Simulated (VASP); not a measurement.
# CdS (F-43m) in VASP: single point with HF

Aim: the single point of CdS with HF.

Everything below comes from runs of VASP 6.6.1. Logs are shortened: lines on timing, memory, paths and dates and some standing lists are left out, and cuts for length are marked.

### Step 1. The cell of the first run

Symmetry: F-43m, No. 216, cubic system. The conventional cell has a = 5.825 Å, b = 5.825 Å, c = 5.825 Å, α = 90.00°, β = 90.00°, γ = 90.00°. Cd (site symmetry -43m) has 4 S at 2.52 Å within 3.3 Å. Within 3.3 Å of S (site symmetry -43m) lie 4 Cd at 2.52 Å.

### Step 2. Single point, HF

The input, POSCAR:

```
CdS
1.0
    0.0000000000      2.9122812283      2.9122812283
    2.9122812283      0.0000000000      2.9122812283
    2.9122812283      2.9122812283      0.0000000000
Cd S
1 1
Direct
    0.0000000000      0.0000000000      0.0000000000
    0.2500000000      0.2500000000      0.2500000000
```

The input, INCAR.step1:

```
SYSTEM = CdS
  ALGO = Normal
  EDIFF = 1E-5
  ENCUT = 520
  GGA = PE
  ISIF = 2
  ISMEAR = 0
  LASPH = .True.
  LCHARG = .False.
  LREAL = .False.
  LWAVE = .True.
  NBANDS = 16
  NELM = 100
  PREC = Accurate
  SIGMA = 0.01
```

The input, INCAR.step2:

```
SYSTEM = CdS
  AEXX = 1.0
  AGGAC = 0.0
  ALDAC = 0.0
  ALGO = Normal
  EDIFF = 1E-7
  ENCUT = 520
  GGA = PE
  ISIF = 2
  ISMEAR = 0
  ISTART = 1
  LASPH = .True.
  LCHARG = .False.
  LHFCALC = .True.
  LREAL = .False.
  LWAVE = .False.
  NBANDS = 16
  NELM = 100
  PREC = Accurate
  PRECFOCK = Normal
  SIGMA = 0.01
```

The input, KPOINTS:

```
k-points
0
Gamma
  6 6 6
  0 0 0
```

Potentials or basis: VASP PAW PBE potentials, release 64 (Cd, S).

Command:

```
$ cat potpaw_PBE.64/Cd/POTCAR potpaw_PBE.64/S/POTCAR > POTCAR
$ cp INCAR.step1 INCAR
$ mpirun -np 1 vasp_std > vasp.out
$ cp INCAR.step2 INCAR
$ mpirun -np 1 vasp_std > vasp.out
```

OUTCAR:

```text
SYSTEM = CdS
   AEXX = 1.0
   EDIFF = 1E-7
   ENCUT = 520
   GGA = PE
   ISIF = 2
   ISMEAR = 0
   ISTART = 1
   LASPH = .True.
   LHFCALC = .True.
   LREAL = .False.
   NELM = 100
   PREC = Accurate
   PRECFOCK = Normal

 ion  position               nearest neighbor table
   1  0.000  0.000  0.000-   2 2.52   2 2.52   2 2.52   2 2.52
   2  0.250  0.250  0.250-   1 2.52   1 2.52   1 2.52   1 2.52

  LATTYP: Found a face centered cubic cell.
 ALAT       =     5.8245624566

  Lattice vectors:

 A1 = (   0.0000000000,   2.9122812283,   2.9122812283)
 A2 = (   2.9122812283,   0.0000000000,   2.9122812283)
 A3 = (   2.9122812283,   2.9122812283,   0.0000000000)

Analysis of symmetry for initial positions (statically):
=====================================================================
 Subroutine PRICEL returns:
 Original cell was already a primitive cell.

 Routine SETGRP: Setting up the symmetry group for a
 face centered cubic supercell.

 Subroutine GETGRP returns: Found 24 space group operations
 (whereof 24 operations were pure point group operations)
 out of a pool of 48 trial point group operations.

The static configuration has the point symmetry T_d .

Analysis of symmetry for dynamics (positions and initial velocities):
=====================================================================
 Subroutine PRICEL returns:
 Original cell was already a primitive cell.

 Routine SETGRP: Setting up the symmetry group for a
 face centered cubic supercell.

 Subroutine GETGRP returns: Found 24 space group operations
 (whereof 24 operations were pure point group operations)
 out of a pool of 48 trial point group operations.

The dynamic configuration has the point symmetry T_d .

 Subroutine INISYM returns: Found 24 space group operations
 (whereof 24 operations are pure point group operations),
 and found     1 'primitive' translations

----------------------------------------------------------------------------------------

                                     Primitive cell

  volume of cell :      49.4003

  direct lattice vectors                    reciprocal lattice vectors
     0.000000000  2.912281228  2.912281228    -0.171686716  0.171686716  0.171686716
     2.912281228  0.000000000  2.912281228     0.171686716 -0.171686716  0.171686716
     2.912281228  2.912281228  0.000000000     0.171686716  0.171686716 -0.171686716

  length of vectors
     4.118587611  4.118587611  4.118587611     0.297370115  0.297370115  0.297370115

  position of ions in fractional coordinates (direct lattice)
     0.000000000  0.000000000  0.000000000
     0.250000000  0.250000000  0.250000000

  ion indices of the primitive-cell ions
   primitive index   ion index
                 1           1
                 2           2

----------------------------------------------------------------------------------------

 KPOINTS: k-points

Automatic generation of k-mesh.
 Grid dimensions read from file:
 generate k-points for:    6    6    6

 Generating k-lattice:

  Cartesian coordinates                     Fractional coordinates (reciprocal lattice)
    -0.028614453  0.028614453  0.028614453     0.166666667  0.000000000  0.000000000
     0.028614453 -0.028614453  0.028614453     0.000000000  0.166666667  0.000000000
     0.028614453  0.028614453 -0.028614453     0.000000000  0.000000000  0.166666667

  Length of vectors
     0.049561686  0.049561686  0.049561686

  Shift w.r.t. Gamma in fractional coordinates (k-lattice)
     0.000000000  0.000000000  0.000000000

 Subroutine IBZKPT returns following result:
 ===========================================

 Found     16 irreducible k-points:

 Following reciprocal coordinates:
            Coordinates               Weight
  0.000000  0.000000  0.000000      1.000000
  0.166667  0.000000  0.000000      8.000000
  0.333333  0.000000  0.000000      8.000000
  0.500000  0.000000  0.000000      4.000000
  0.166667  0.166667  0.000000      6.000000
  0.333333  0.166667  0.000000     24.000000
[... 8 lines left out ...]
 -0.333333  0.333333  0.166667     24.000000
 -0.333333  0.500000  0.166667     12.000000
   k-points           NKPTS =     16   k-points in BZ     NKDIM =    216   number of bands    NBANDS=     16
   number of dos      NEDOS =    301   number of ions     NIONS =      2
   total plane-waves  NPLWV =  32768
   dimension x,y,z NGX =    32 NGY =   32 NGZ =   32
   dimension x,y,z NGXF=    64 NGYF=   64 NGZF=   64
   ions per type =               1   1
   NGX,Y,Z   is equivalent  to a cutoff of  12.92, 12.92, 12.92 a.u.
   NGXF,Y,Z  is equivalent  to a cutoff of  25.83, 25.83, 25.83 a.u.
 SYSTEM =  CdS
   PREC   = accura    normal or accurate (medium, high low for compatibility)
   ISTART =      1    job   : 0-new  1-cont  2-samecut
   ICHARG =      0    charge: 1-file 2-atom 10-const
   ISPIN  =      1    spin polarized calculation?
   LNONCOLLINEAR =      F non collinear calculations
   LSORBIT =      F    spin-orbit coupling
   LASPH  =      T    aspherical Exc in radial PAW
   ENCUT  =  520.0 eV  38.22 Ry    6.18 a.u.   7.66  7.66  7.66*2*pi/ulx,y,z
   NELM   =    100;   NELMIN=  2; NELMDL=  0     # of ELM steps
   EDIFF  = 0.1E-06   stopping-criterion for ELM
   LREAL  =      F    real-space projection
   EDIFFG = 0.1E-05   stopping-criterion for IOM
   NSW    =      0    number of steps for IOM
   IBRION =     -1    ionic relax: 0-MD 1-quasi-New 2-CG
   NFREE  =      0    steps in history (QN), initial steepest desc. (CG)
   ISIF   =      2    stress and relaxation
   ISYM   =      3    0-nonsym 1-usesym 2-fastsym
   POTIM  = 0.5000    time-step for ionic-motion
   TEBEG  =    0.0;   TEEND  =   0.0 temperature during run
   PSTRESS=    0.0 pullay stress
   NELECT =      18.0000    total number of electrons
   NUPDOWN=      -1.0000    fix difference up-down
   EMIN   =  10.00;   EMAX   =-10.00  energy-range for DOS
   EFERMI =   0.00;   METHOD = LEGACY
   ISMEAR =     0;   SIGMA  =   0.01  broadening in eV -4-tet -1-fermi 0-gaus
   EFERMI_NEDOS =   21; number of points for ismear=-14 and -15
   IALGO  =     38    algorithm
   IMIX   =      1    mixing-type and parameters
     AMIX     =   0.40;   BMIX     =  1.00
     AMIX_MAG =   1.60;   BMIX_MAG =  1.00
  volume/ion in A,a.u.               =      24.70       166.68
  Fermi-wavevector in a.u.,A,eV,Ry     =   1.169290  2.209638 18.602428  1.367240
  Thomas-Fermi vector in A             =   2.305765
   LORBIT       =      0    0 simple, 1 ext, 2 COOP (PROOUT), +10 PAW based schemes
   GGA     = PE    functional components
   LHFCALC =     T    Hartree Fock is set to
   PRECFOCK=normal    Normal, Fast or Accurate (Low or Medium for compatibility)
   ENCUT4O =  -1.0   cutoff for four orbital integrals eV
   NKREDX  =     1    reduce k-point grid by
   NKREDY  =     1    reduce k-point grid by
   NKREDZ  =     1    reduce k-point grid by
   AEXX    =    1.0000 exact exchange contribution
   HFSCREEN=    0.0000 screening length (either q_TF or 0.3 A-1)
   HFSCREENC=   0.0000 screening length for correlation (either q_TF or 0.3 A-1)
   ENCUTFOCK=  -1.0 apply spherical cutoff to Coloumb kernel
   IVDW    =     0    specifies the selected vdW correction
   LEPSILON=     F    determine dielectric tensor
   LRPA    =     F    only Hartree local field effects (RPA)
 non-spin polarized calculation
 Gauss-broadening in eV      SIGMA  =   0.01
  energy-cutoff  :      520.00
  volume of cell :       49.40
 maximum number of plane-waves:      1363
 NGX is ok and might be reduce to    32
  NGX = 24; NGY = 24; NGZ = 24

 number of electron      18.0000004 magnetization

 Free energy of the ion-electron system (eV)
  ---------------------------------------------------
  ext. energy  EPLUGINS =         0.00000000
  ---------------------------------------------------
  free energy    TOTEN  =       -12.69719356 eV

  energy without entropy =      -12.69719356  energy(sigma->0) =      -12.69719356

 E-fermi :  -1.5093     XC(G=0):   0.0000

 val. band max:       -1.6320191791   @ k =   0.0000   0.0000   0.0000
 cond. band min:       6.8909396044   @ k =   0.0000   0.0000   0.0000
 fundamental gap:      8.5229587835
 Fermi energy:        -1.5093206260

 k-point     1 :       0.0000    0.0000    0.0000
  band No.  band energies     occupation
      1     -18.7794      2.00000
      2     -13.7942      2.00000
      3     -13.7942      2.00000
      4     -13.7942      2.00000
      5     -13.2699      2.00000
      6     -13.2699      2.00000
[... 8 lines left out ...]
     15      18.3768      0.00000
     16      18.3813      0.00000

 k-point     2 :       0.1667    0.0000    0.0000
  band No.  band energies     occupation
      1     -18.6419      2.00000
      2     -13.7555      2.00000
      3     -13.7555      2.00000
      4     -13.6445      2.00000
      5     -13.2717      2.00000
      6     -13.2717      2.00000
[... 8 lines left out ...]
     15      17.1775      0.00000
     16      18.1124      0.00000

 k-point     3 :       0.3333    0.0000    0.0000
  band No.  band energies     occupation
      1     -18.3744      2.00000
      2     -13.6892      2.00000
      3     -13.6892      2.00000
      4     -13.2605      2.00000
      5     -13.2605      2.00000
      6     -13.1638      2.00000
[... 8 lines left out ...]
     15      17.8877      0.00000
     16      17.8877      0.00000

 k-point     4 :       0.5000    0.0000    0.0000
  band No.  band energies     occupation
      1     -18.2470      2.00000
      2     -13.6639      2.00000
      3     -13.6639      2.00000
      4     -13.2451      2.00000
      5     -13.2451      2.00000
      6     -12.7573      2.00000
[... 8 lines left out ...]
     15      19.9468      0.00000
     16      19.9468      0.00000
[... 172 lines left out ...]
 k-point    14 :       0.5000    0.3333    0.1667
  band No.  band energies     occupation
      1     -18.2093      2.00000
      2     -13.5985      2.00000
      3     -13.5782      2.00000
      4     -13.3572      2.00000
      5     -13.2391      2.00000
      6     -12.8174      2.00000
[... 8 lines left out ...]
     15      20.3299      0.00000
     16      20.8376      0.00000

 k-point    15 :      -0.3333    0.3333    0.1667
  band No.  band energies     occupation
      1     -18.1305      2.00000
      2     -13.5846      2.00000
      3     -13.5460      2.00000
      4     -13.3200      2.00000
      5     -13.2581      2.00000
      6     -12.5280      2.00000
[... 8 lines left out ...]
     15      19.4096      0.00000
     16      20.9840      0.00000

 k-point    16 :      -0.3333    0.5000    0.1667
  band No.  band energies     occupation
      1     -18.0917      2.00000
      2     -13.5238      2.00000
      3     -13.5188      2.00000
      4     -13.3644      2.00000
      5     -13.2369      2.00000
      6     -12.4794      2.00000
[... 8 lines left out ...]
     15      20.3785      0.00000
     16      20.9447      0.00000

------------------------ aborting loop because EDIFF is reached ----------------------------------------

  FORCE on cell =-STRESS in cart. coord.  units (eV):
  Direction    XX          YY          ZZ          XY          YZ          ZX
  --------------------------------------------------------------------------------------
  -------------------------------------------------------------------------------------
  Total        2.3137606      2.3137606      2.3137606      0.0000000      0.0000000      0.0000000
  in kB       75.0410794     75.0410794     75.0410794      0.0000000      0.0000000      0.0000000
  external PRESSURE =      75.0410794 kB  Pullay stress =       0.0000000 kB

 VOLUME and BASIS-vectors are now :
 -----------------------------------------------------------------------------
  energy-cutoff  :      520.00
  volume of cell :       49.40
      direct lattice vectors                 reciprocal lattice vectors
     0.000000000  2.912281228  2.912281228    -0.171686716  0.171686716  0.171686716
     2.912281228  0.000000000  2.912281228     0.171686716 -0.171686716  0.171686716
     2.912281228  2.912281228  0.000000000     0.171686716  0.171686716 -0.171686716

 POSITION                                       TOTAL-FORCE (eV/Angst)
 -----------------------------------------------------------------------------------
      0.00000      0.00000      0.00000        -0.000000      0.000000     -0.000000
      1.45614      1.45614      1.45614         0.000000     -0.000000      0.000000
 -----------------------------------------------------------------------------------
    total drift:                                0.000004      0.000004      0.000002

  FREE ENERGIE OF THE ION-ELECTRON SYSTEM (eV)
  ---------------------------------------------------
  free  energy   TOTEN  =       -12.6971935617 eV

  energy  without entropy=      -12.6971935617  energy(sigma->0) =      -12.69719356
```

It took 2 h on 1 thread of Oxide Virtual Turin-like, shared host; peak memory 0.17 GiB.

Results:

- Free energy: -12.6972 eV
- Pressure: 7.5 GPa
- Band gap on the k mesh: 8.52 eV

Levels at points of the mesh, in eV from the valence-band top:
| k point | band 5 | band 6 | band 7 | band 8 | band 9 | band 10 | band 11 | band 12 | band 13 | band 14 |
| --- | --- | --- | --- | --- | --- | --- | --- | --- | --- | --- |
| (0.00, 0.00, 0.00) | -11.64 | -11.64 | 0.00 | 0.00 | 0.00 | 8.52 | 14.47 | 14.47 | 14.47 | 20.01 |
| (0.50, 0.00, 0.00) | -11.61 | -11.13 | -5.56 | -0.96 | -0.96 | 10.68 | 14.80 | 14.80 | 15.37 | 19.40 |
| (0.50, 0.50, 0.00) | -11.57 | -10.98 | -4.98 | -2.41 | -2.41 | 10.34 | 12.04 | 17.85 | 19.95 | 19.95 |

Caveat: the cell stands under pressure; the PAW data sets were made with another functional, which shifts forces and pressure a little.
